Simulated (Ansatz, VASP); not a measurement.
## Two plane-wave programs on BaC5

```
CELL_PARAMETERS angstrom
5.13529 0.00000 0.00000
-2.56765 4.44730 0.00000
0.00000 0.00000 2.75993
ATOMIC_POSITIONS crystal
Ba 0.00000 0.00000 0.00000
C 0.50000 0.00000 0.00000
C 0.00000 0.50000 0.00000
C 0.50000 0.50000 0.00000
C 0.33333 0.66667 0.50000
C 0.66667 0.33333 0.50000
```

Alike in both runs: functional PBE; k mesh 6 × 6 × 6; occupations gaussian, width 0.1 eV; no spin polarisation.

Ansatz relaxed the structure, and its values are those at the end. VASP's run is a single point on that final structure, the one shown.

```csv
,VASP,Ansatz
version,VASP 6.6.1,Ansatz 0.2.0
potentials or method,"VASP PAW PBE potentials, release 64 (Ba_sv, C_h), cutoff 1300 eV","scalar-relativistic, plane waves, PAW"
valence electrons in the cell,30,30
```

|  | VASP | Ansatz | Ansatz less VASP |
| --- | --- | --- | --- |
| gap on the k mesh at the Fermi level (eV) | none | none | - |
| pressure (GPa) | 3.7 | -0.2 | -3.89 |

A gap of «none» marks a metal or a gap that the smearing closes. One of these differences is far larger than is usual between the two programs; its cause wasn't traced.

The k mesh is coarse, so the values compare programs but aren't converged. Neither program's run includes spin-orbit coupling.
